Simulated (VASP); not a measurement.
H15NO6, 22 atoms in the cell. The cell holds a disordered packing, 22 atoms: a = 5.596 Å, b = 5.596 Å, c = 5.596 Å, α = 90.00°, β = 90.00°, γ = 90.00°. 

```yaml
Program: VASP 6.6.1
Task: single point
Functional: PBE
Potentials_or_basis: VASP PAW PBE potentials, release 64 (O, H, N)
Cutoff: 520 eV
k_mesh: 1 × 1 × 1
Occupations: fermi-dirac, width 0.02 eV
Spin: no spin polarisation
Dipole_correction: no
Further_INCAR_settings: ALGO = Normal; EDIFF = 1e-06; NBANDS = 45
```

Potentials or basis: VASP PAW PBE potentials, release 64 (O, H, N).

Command:

```sh
$ cat potpaw_PBE.64/O/POTCAR potpaw_PBE.64/H/POTCAR potpaw_PBE.64/N/POTCAR > POTCAR
$ mpirun -np 1 vasp_gam > vasp.out
```

Hardware: 1 thread of Intel Xeon 8259CL, with other jobs on the host.

Estimate the wall time of this run.

Wall time 30 s on 1 thread of Intel Xeon 8259CL (shared host), peak memory 0.21 GiB. Counts: scf iterations 15, k points 1.
